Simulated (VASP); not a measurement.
# Mo (Cmce) in VASP: single point with PBE

Aim: the single point of Mo with PBE.

Program: VASP 6.6.1. These are calculated values, not measurements. Logs are shortened: lines on timing, memory, paths and dates and some standing lists are left out, and cuts for length are marked.

## 1. The cell of the first run

The typed cell holds 4 atoms: a = 5.133 Å, b = 5.133 Å, c = 4.361 Å, α = 90.00°, β = 90.00°, γ = 144.98°.

## 2. Single point, PBE

INCAR

```
PREC = Accurate
ENCUT = 520
EDIFF = 1E-7
ISMEAR = 0
SIGMA = 0.1
LREAL = F
LASPH = T
NELM = 80
ALGO = Normal
ISIF = 2
LWAVE = F
LCHARG = T
GGA = PE
LELF = T
LVHAR = T
NBANDS = 36
```

KPOINTS

```
Automatic mesh
0
Gamma
  6 6 4
```

POSCAR

```
Mo
1.0
    1.5442975800     -4.8954288529      0.0000000000
    1.5442975800      4.8954288529      0.0000000000
    0.0000000000      0.0000000000      4.3611490959
Mo
4
Direct
    0.1329704423      0.8670295577      0.9997164589
    0.6329704423      0.3670295577      0.5002835411
    0.8670295577      0.1329704423      0.0002835411
    0.3670295577      0.6329704423      0.4997164589
```

Potentials or basis: VASP PAW PBE potentials, release 64 (Mo_sv).

Started as:

```
$ cat potpaw_PBE.64/Mo_sv/POTCAR > POTCAR
$ mpirun -np 1 vasp_std > vasp.out
```

OUTCAR:

```text
PREC = Accurate
   ENCUT = 520
   EDIFF = 1E-7
   ISMEAR = 0
   LREAL = F
   LASPH = T
   NELM = 80
   ISIF = 2
   GGA = PE

 ion  position               nearest neighbor table
   1  0.133  0.867  1.000-   3 2.60   2 2.67   2 2.67   2 2.67   2 2.67   3 2.76   3 2.76   4 3.16
                             4 3.16
   2  0.633  0.367  0.500-   4 2.60   1 2.67   1 2.67   1 2.67   1 2.67   4 2.76   4 2.76   3 3.16
                             3 3.16
   3  0.867  0.133  0.000-   1 2.60   4 2.67   4 2.67   4 2.67   4 2.67   1 2.76   1 2.76   2 3.16
                             2 3.16
   4  0.367  0.633  0.500-   2 2.60   3 2.67   3 2.67   3 2.67   3 2.67   2 2.76   2 2.76   1 3.16
                             1 3.16

  LATTYP: Found a base centered orthorhombic cell.
 ALAT       =     3.0885951600
 B/A-ratio  =     3.1700035772
 C/A-ratio  =     1.4120170725

  Lattice vectors:

 A1 = (   1.5442975800,  -4.8954288529,   0.0000000000)
 A2 = (   1.5442975800,   4.8954288529,   0.0000000000)
 A3 = (   0.0000000000,   0.0000000000,   4.3611490959)

Analysis of symmetry for initial positions (statically):
=====================================================================
 Subroutine PRICEL returns:
 Original cell was already a primitive cell.

 Routine SETGRP: Setting up the symmetry group for a
 base centered orthorhombic supercell.

 Subroutine GETGRP returns: Found  8 space group operations
 (whereof  4 operations were pure point group operations)
 out of a pool of  8 trial point group operations.

The static configuration has the point symmetry C_2h.
 The point group associated with its full space group is D_2h.

Analysis of symmetry for dynamics (positions and initial velocities):
=====================================================================
 Subroutine PRICEL returns:
 Original cell was already a primitive cell.

 Routine SETGRP: Setting up the symmetry group for a
 base centered orthorhombic supercell.

 Subroutine GETGRP returns: Found  8 space group operations
 (whereof  4 operations were pure point group operations)
 out of a pool of  8 trial point group operations.

The dynamic configuration has the point symmetry C_2h.
 The point group associated with its full space group is D_2h.

 Subroutine INISYM returns: Found  8 space group operations
 (whereof  4 operations are pure point group operations),
 and found     1 'primitive' translations

----------------------------------------------------------------------------------------

                                     Primitive cell

  volume of cell :      65.9406

  direct lattice vectors                    reciprocal lattice vectors
     1.544297580 -4.895428853  0.000000000     0.323771795 -0.102136098  0.000000000
     1.544297580  4.895428853  0.000000000     0.323771795  0.102136098  0.000000000
     0.000000000  0.000000000  4.361149096     0.000000000  0.000000000  0.229297366

  length of vectors
     5.133232770  5.133232770  4.361149096     0.339499570  0.339499570  0.229297366

  position of ions in fractional coordinates (direct lattice)
     0.132970442  0.867029558  0.999716459
     0.632970442  0.367029558  0.500283541
     0.867029558  0.132970442  0.000283541
     0.367029558  0.632970442  0.499716459

  ion indices of the primitive-cell ions
   primitive index   ion index
                 1           1
                 2           2
                 3           3
                 4           4

----------------------------------------------------------------------------------------

 KPOINTS: Automatic mesh

Automatic generation of k-mesh.
 Grid dimensions read from file:
 generate k-points for:    6    6    4

 Generating k-lattice:

  Cartesian coordinates                     Fractional coordinates (reciprocal lattice)
     0.053961966 -0.017022683  0.000000000     0.166666667  0.000000000  0.000000000
     0.053961966  0.017022683  0.000000000     0.000000000  0.166666667  0.000000000
     0.000000000  0.000000000  0.057324341     0.000000000  0.000000000  0.250000000

  Length of vectors
     0.056583262  0.056583262  0.057324341

  Shift w.r.t. Gamma in fractional coordinates (k-lattice)
     0.000000000  0.000000000  0.000000000

 Subroutine IBZKPT returns following result:
 ===========================================

 Found     39 irreducible k-points:

 Following reciprocal coordinates:
            Coordinates               Weight
  0.000000  0.000000  0.000000      1.000000
  0.166667  0.000000  0.000000      4.000000
  0.333333 -0.000000  0.000000      4.000000
  0.500000  0.000000  0.000000      2.000000
  0.166667  0.166667  0.000000      2.000000
  0.333333  0.166667  0.000000      4.000000
[... 16 lines left out ...]
  0.333333  0.333333  0.250000      4.000000
  0.500000  0.333333  0.250000      8.000000
 [... further k-points ...]
   k-points           NKPTS =     39   k-points in BZ     NKDIM =     39   number of bands    NBANDS=     36
   number of dos      NEDOS =    301   number of ions     NIONS =      4
   total plane-waves  NPLWV =  51200
   dimension x,y,z NGX =    40 NGY =   40 NGZ =   32
   dimension x,y,z NGXF=    80 NGYF=   80 NGZF=   64
   ions per type =               4
   NGX,Y,Z   is equivalent  to a cutoff of  12.95, 12.95, 12.20 a.u.
   NGXF,Y,Z  is equivalent  to a cutoff of  25.91, 25.91, 24.40 a.u.
 SYSTEM =  unknown system
   PREC   = accura    normal or accurate (medium, high low for compatibility)
   ISTART =      0    job   : 0-new  1-cont  2-samecut
   ICHARG =      2    charge: 1-file 2-atom 10-const
   ISPIN  =      1    spin polarized calculation?
   LNONCOLLINEAR =      F non collinear calculations
   LSORBIT =      F    spin-orbit coupling
   LASPH  =      T    aspherical Exc in radial PAW
   ENCUT  =  520.0 eV  38.22 Ry    6.18 a.u.   9.54  9.54  8.11*2*pi/ulx,y,z
   NELM   =     80;   NELMIN=  2; NELMDL= -5     # of ELM steps
   EDIFF  = 0.1E-06   stopping-criterion for ELM
   LREAL  =      F    real-space projection
   EDIFFG = 0.1E-05   stopping-criterion for IOM
   NSW    =      0    number of steps for IOM
   IBRION =     -1    ionic relax: 0-MD 1-quasi-New 2-CG
   NFREE  =      0    steps in history (QN), initial steepest desc. (CG)
   ISIF   =      2    stress and relaxation
   ISYM   =      2    0-nonsym 1-usesym 2-fastsym
   POTIM  = 0.5000    time-step for ionic-motion
   TEBEG  =    0.0;   TEEND  =   0.0 temperature during run
   PSTRESS=    0.0 pullay stress
   NELECT =      56.0000    total number of electrons
   NUPDOWN=      -1.0000    fix difference up-down
   EMIN   =  10.00;   EMAX   =-10.00  energy-range for DOS
   EFERMI =   0.00;   METHOD = LEGACY
   ISMEAR =     0;   SIGMA  =   0.10  broadening in eV -4-tet -1-fermi 0-gaus
   EFERMI_NEDOS =   21; number of points for ismear=-14 and -15
   IALGO  =     38    algorithm
   IMIX   =      4    mixing-type and parameters
     AMIX     =   0.40;   BMIX     =  1.00
     AMIX_MAG =   1.60;   BMIX_MAG =  1.00
  volume/ion in A,a.u.               =      16.49       111.25
  Fermi-wavevector in a.u.,A,eV,Ry     =   1.550315  2.929671 32.701285  2.403477
  Thomas-Fermi vector in A             =   2.654996
   LORBIT       =      0    0 simple, 1 ext, 2 COOP (PROOUT), +10 PAW based schemes
   GGA     = PE    functional components
   LHFCALC =     F    Hartree Fock is set to
   AEXX    =    0.0000 exact exchange contribution
   IVDW    =     0    specifies the selected vdW correction
   LEPSILON=     F    determine dielectric tensor
   LRPA    =     F    only Hartree local field effects (RPA)
 non-spin polarized calculation
 Gauss-broadening in eV      SIGMA  =   0.10
  energy-cutoff  :      520.00
  volume of cell :       65.94
 maximum number of plane-waves:      1796
 NGX is ok and might be reduce to    40
   NGX = 19   NGY = 19   NGZ = 17

 number of electron      55.9999995 magnetization

 Free energy of the ion-electron system (eV)
  ---------------------------------------------------
  ext. energy  EPLUGINS =         0.00000000
  ---------------------------------------------------
  free energy    TOTEN  =       -41.59148431 eV

  energy without entropy =      -41.57385175  energy(sigma->0) =      -41.58266803

 E-fermi :  11.7433     XC(G=0): -13.0172

 val. band max:       11.6940314890   @ k =  -0.3333   0.3333   0.0000
 cond. band min:      11.7452429632   @ k =   0.1667   0.1667   0.5000
 fundamental gap:      0.0512114741
 Fermi energy:        11.7432532085

 k-point     1 :       0.0000    0.0000    0.0000
  band No.  band energies     occupation
      1     -49.4130      2.00000
      2     -49.1995      2.00000
      3     -49.1061      2.00000
      4     -48.9355      2.00000
      5     -24.1561      2.00000
      6     -24.0866      2.00000
[... 28 lines left out ...]
     35      13.9224      0.00000
     36      14.5636      0.00000

 k-point     2 :       0.1667    0.0000    0.0000
  band No.  band energies     occupation
      1     -49.3779      2.00000
      2     -49.1844      2.00000
      3     -49.1098      2.00000
      4     -48.9576      2.00000
      5     -24.0512      2.00000
      6     -24.0135      2.00000
[... 28 lines left out ...]
     35      14.2220      0.00000
     36      14.9243      0.00000

 k-point     3 :       0.3333   -0.0000    0.0000
  band No.  band energies     occupation
      1     -49.2881      2.00000
      2     -49.1453      2.00000
      3     -49.1286      2.00000
      4     -49.0185      2.00000
      5     -23.8460      2.00000
      6     -23.7645      2.00000
[... 28 lines left out ...]
     35      14.2169      0.00000
     36      14.4660      0.00000

 k-point     4 :       0.5000    0.0000    0.0000
  band No.  band energies     occupation
      1     -49.1870      2.00000
      2     -49.1870      2.00000
      3     -49.0909      2.00000
      4     -49.0909      2.00000
      5     -23.7321      2.00000
      6     -23.7321      2.00000
[... 28 lines left out ...]
     35      14.7378      0.00000
     36      14.7378      0.00000

 k-point     5 :       0.1667    0.1667    0.0000
  band No.  band energies     occupation
      1     -49.2987      2.00000
      2     -49.1345      2.00000
      3     -49.1343      2.00000
      4     -49.0126      2.00000
      5     -23.9061      2.00000
      6     -23.7796      2.00000
[... 655 lines left out ...]
 k-point    22 :      -0.1667    0.1667    0.2500
  band No.  band energies     occupation
      1     -49.3555      2.00000
      2     -49.1758      2.00000
      3     -49.1405      2.00000
      4     -48.9870      2.00000
      5     -23.9455      2.00000
      6     -23.9346      2.00000
[... 28 lines left out ...]
     35      14.2938      0.00000
     36      14.3820      0.00000

 k-point    23 :       0.3333    0.3333    0.2500
  band No.  band energies     occupation
      1     -49.2123      2.00000
      2     -49.1802      2.00000
      3     -49.1239      2.00000
      4     -49.0656      2.00000
      5     -23.9636      2.00000
      6     -23.8567      2.00000
[... 28 lines left out ...]
     35      14.1400      0.00000
     36      14.7073      0.00000

 k-point    24 :       0.5000    0.3333    0.2500
  band No.  band energies     occupation
      1     -49.2715      2.00000
      2     -49.2212      2.00000
      3     -49.0948      2.00000
      4     -49.0474      2.00000
      5     -23.8785      2.00000
      6     -23.8384      2.00000
[... 28 lines left out ...]
     35      13.8430      0.00000
     36      14.8580      0.00000

 [... further k-points ...]
[... 5 lines left out ...]
  --------------------------------------------------------------------------------------
  -------------------------------------------------------------------------------------
  Total        0.1746907      0.1931382      0.1345774      0.0000000     -0.0000000      0.0000000
  in kB        4.2445105      4.6927363      3.2698665      0.0000000     -0.0000000      0.0000000
  external PRESSURE =       4.0690378 kB  Pullay stress =       0.0000000 kB

 VOLUME and BASIS-vectors are now :
 -----------------------------------------------------------------------------
  energy-cutoff  :      520.00
  volume of cell :       65.94
      direct lattice vectors                 reciprocal lattice vectors
     1.544297580 -4.895428853  0.000000000     0.323771795 -0.102136098  0.000000000
     1.544297580  4.895428853  0.000000000     0.323771795  0.102136098  0.000000000
     0.000000000  0.000000000  4.361149096     0.000000000  0.000000000  0.229297366

 POSITION                                       TOTAL-FORCE (eV/Angst)
 -----------------------------------------------------------------------------------
      1.54430      3.59353      4.35991         0.000000      0.029544      0.010626
      1.54430     -1.30189      2.18181         0.000000      0.029544     -0.010626
      1.54430     -3.59353      0.00124         0.000000     -0.029544     -0.010626
      1.54430      1.30189      2.17934         0.000000     -0.029544      0.010626
 -----------------------------------------------------------------------------------
    total drift:                               -0.000000      0.000000     -0.000000

  FREE ENERGIE OF THE ION-ELECTRON SYSTEM (eV)
  ---------------------------------------------------
  free  energy   TOTEN  =       -41.5914843054 eV

  energy  without entropy=      -41.5738517475  energy(sigma->0) =      -41.58266803
```

Run time: 1.8 min. Hardware: 1 thread of AMD EPYC 7R43 (Zen 3), shared host; peak memory 0.19 GiB.

What came out:

| Item | Value |
| --- | --- |
| Free energy | -41.5915 eV |
| Pressure | 0.4 GPa |
| Largest force | 0.031 eV/Å |
| Band gap on the k mesh | zero (band 28 reaches 12.79 eV, above the bottom of band 29 at 11.08 eV) |

Forces on the atoms (eV/Å):
```
Mo   0.000  0.030  0.011
Mo   0.000  0.030 -0.011
Mo   0.000 -0.030 -0.011
Mo   0.000 -0.030  0.011
```

Stress tensor (GPa, compression positive):
```
0.42 0.00 0.00
0.00 0.47 0.00
0.00 0.00 0.33
```

Caveat: the k points lie up to 0.36 Å⁻¹ apart.
